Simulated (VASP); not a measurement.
A run of VASP 6.6.1:

Contents of INCAR:

```
  PREC = Accurate
  ENCUT = 520
  EDIFF = 1E-7
  ISMEAR = -1
  SIGMA = 0.1
  LREAL = False
  LASPH = True
  NELM = 150
  ALGO = Normal
  ISIF = 2
  LWAVE = False
  LCHARG = False
  ISPIN = 2
  MAGMOM = 7
  LORBIT = 11
  LMAXMIX = 6
  GGA = PS
  NBANDS = 19
```

The input KPOINTS:

```
Automatic mesh
0
Gamma
  10 10 10
```

The input POSCAR:

```
Gd
1.0
    0.0000000000      2.6530140015      2.6530140015
    2.6530140015      0.0000000000      2.6530140015
    2.6530140015      2.6530140015      0.0000000000
Gd
1
Direct
    0.0000000000      0.0000000000      0.0000000000
```

Potentials or basis: VASP PAW PBE potentials, release 64 (Gd).

Run with:

```console
$ cat potpaw_PBE.64/Gd/POTCAR > POTCAR
$ mpirun -np 1 vasp_std > vasp.out
```

Hardware: 1 thread of Intel(R) Xeon(R) Platinum 8488C (Sapphire Rapids), on a shared host.

Q: How long does it take, and how much memory?

A: Wall time 2.1 min on 1 thread of Intel(R) Xeon(R) Platinum 8488C (Sapphire Rapids), on a shared host, peak memory 0.21 GiB. Counts: scf iterations 22, k points 47.
